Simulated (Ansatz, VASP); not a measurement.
# Two plane-wave programs on AlNi

File INCAR:

```
SYSTEM = AlNi
PREC = Accurate
ENCUT = 520
EDIFF = 1E-6
ISMEAR = 0
SIGMA = 0.15
LREAL = .FALSE.
LASPH = .TRUE.
NELM = 100
ALGO = Fast
ISIF = 2
LWAVE = .FALSE.
LCHARG = .FALSE.
GGA = PE
NBANDS = 28
```

File KPOINTS:

```
Automatic mesh
0
G
  15 15 5
  0 0 0
```

POSCAR

```
AlNi
1.0
    0.0000000000     -2.8927237813      0.0000000000
    0.0000000000      0.0000000000     -2.8927237813
   10.6781713440     -0.2410603151     -0.2410603151
Al Ni
3 3
Direct
    0.9492061242     -0.0507938758      0.6095265096
    0.9943562360     -0.0056437640      0.0677251677
    0.9717811801     -0.0282188199      0.3386258387
    0.4379185962      0.4379185962      0.7449768450
    0.4830687081      0.4830687081      0.2031755032
    0.4604936522      0.4604936522      0.4740761741
```

Input for Ansatz:

```yaml
crystal:
  lattice:
    - [0.0, -2.8927237813, 0.0]
    - [0.0, 0.0, -2.8927237813]
    - [10.678171344, -0.2410603151, -0.2410603151]
  atoms:
    - { symbol: Al, position: [0.9492061242, -0.0507938758, 0.6095265096] }
    - { symbol: Al, position: [0.994356236, -0.005643764, 0.0677251677] }
    - { symbol: Al, position: [0.9717811801, -0.0282188199, 0.3386258387] }
    - { symbol: Ni, position: [0.4379185962, 0.4379185962, 0.744976845] }
    - { symbol: Ni, position: [0.4830687081, 0.4830687081, 0.2031755032] }
    - { symbol: Ni, position: [0.4604936522, 0.4604936522, 0.4740761741] }
basis:
  ecutwfc: 520.0
kpoints:
  mp_grid: { grid: [15, 15, 5] }
hamiltonian:
  xc: pbe
  pseudopotentials: { kind: paw, azcp: { folder: soft_1 } }
scf:
  occupations: { method: gaussian, width: 0.15 }
output:
  forces: true
  stress: true
  eigenvalues: true
```

Alike in both runs: task single point; functional PBE; k mesh 15 × 15 × 5; occupations gaussian, width 0.15 eV; no spin polarisation.

|  | VASP | Ansatz |
| --- | --- | --- |
| version | VASP 6.6.1 | Ansatz 0.2.0 |
| potentials or method | VASP PAW PBE potentials, release 64 (Al, Ni), cutoff 520 eV | scalar-relativistic, plane waves, PAW |
| valence electrons in the cell | 39 | 63 |

```csv
,VASP,Ansatz,Ansatz less VASP
gap on the k mesh at the Fermi level (eV),none,none,-
pressure (GPa),-5.3,-5.5,-0.21
"traceless stress, the component that is largest in VASP (GPa)",-0.24,-0.23,+0.015
rms of the force components (eV/Å),0.240,0.243,+0.0030
```

Atom by atom the forces differ by 0.004 eV/Å (rms over components). A gap of «none» marks a metal or a gap that the smearing closes. VASP's potentials hold 39 valence electrons a cell and Ansatz's 63, so a difference there can come from the potentials and not from the codes.
